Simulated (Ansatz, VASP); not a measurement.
**Two plane-wave programs on GaN**

```xyz
2
Lattice="0.0000 2.2535 2.0282 2.2535 0.0000 2.0282 2.2535 2.2535 0.0000" Properties=species:S:1:pos:R:3 pbc="T T T"
Ga    0.0000    0.0000    0.0000
N     3.3803    3.3803    3.0422
```

Change from the starting cell: strain -0.1000 x Voigt [0, 0, 1, 0, 0, 0], atoms carried along.

Alike in both runs: task single point; functional r2SCAN; k mesh 10 × 10 × 10; occupations gaussian, width 0.05 eV; no spin polarisation.

|  | VASP | Ansatz |
| --- | --- | --- |
| version | VASP 6.6.1 | Ansatz 0.2.0 |
| potentials or method | VASP PAW PBE potentials, release 64 (Ga_d, N), cutoff 520 eV | scalar-relativistic, plane waves, PAW |
| valence electrons in the cell | 18 | 18 |

|  | VASP | Ansatz | Ansatz less VASP |
| --- | --- | --- | --- |
| gap on the k mesh at the Fermi level (eV) | 2.54 | 2.55 | +0.014 |
| least direct gap on the mesh (eV) | 2.54 | 2.55 | +0.014 |
| pressure (GPa) | 24.4 | 22.9 | -1.45 |
| traceless stress, the component that is largest in VASP (GPa) | 5.85 | 6.00 | +0.151 |

VASP's potentials were made for PBE, not for r2SCAN. With one functional, cell and mesh, what is left measures potentials, basis and numerics.
